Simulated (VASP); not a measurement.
Here is a VASP 6.6.1 calculation.

INCAR

```
SYSTEM = Ge
ALGO = Normal ; EDIFF = 1E-7
EDIFFG = -0.005 ; ENCUT = 600
GGA = PS ; IBRION = 2
ISIF = 3 ; ISMEAR = -1
LASPH = .True. ; LCHARG = .False.
LREAL = .False. ; LWAVE = .False.
NELM = 60 ; NSW = 60
PREC = Accurate ; PSTRESS = 4700.0
SIGMA = 0.1
```

File KPOINTS:

```
k-points
0
Gamma
  15 15 15
  0 0 0
```

File POSCAR:

```
Ge
1.0
    0.0000000000      1.9955670166      1.9955670166
    1.9955670166      0.0000000000      1.9955670166
    1.9955670166      1.9955670166      0.0000000000
Ge
2
Direct
   -0.1250000000     -0.1250000000     -0.1250000000
    0.1250000000      0.1250000000      0.1250000000
```

Potentials or basis: VASP PAW PBE potentials, release 64 (Ge_d).

Command:

```sh
$ cat potpaw_PBE.64/Ge_d/POTCAR > POTCAR
$ mpirun -np 1 vasp_std > vasp.out
```

Problem. Estimate the relaxed volume.

Solution. 9.29 Å³/atom.

Problem. Predict the band gap on the k mesh.

Solution. Zero (band 14 reaches 19.61 eV, above the bottom of band 15 at 17.30 eV).

Final structure:
```yaml
crystal:
  lattice:
    - [0.00000, 2.10186, 2.10186]
    - [2.10186, 0.00000, 2.10186]
    - [2.10186, 2.10186, 0.00000]
  atoms:
    - { symbol: Ge, position: [0.87500, 0.87500, 0.87500] }
    - { symbol: Ge, position: [0.12500, 0.12500, 0.12500] }
```

Caveat: the cell is relaxed towards a set pressure, so the enthalpy falls and the energy may rise; the volume moved by over 15 % at a fixed basis, so the end points are rough; the PAW data sets were made with another functional, which shifts forces and pressure a little.
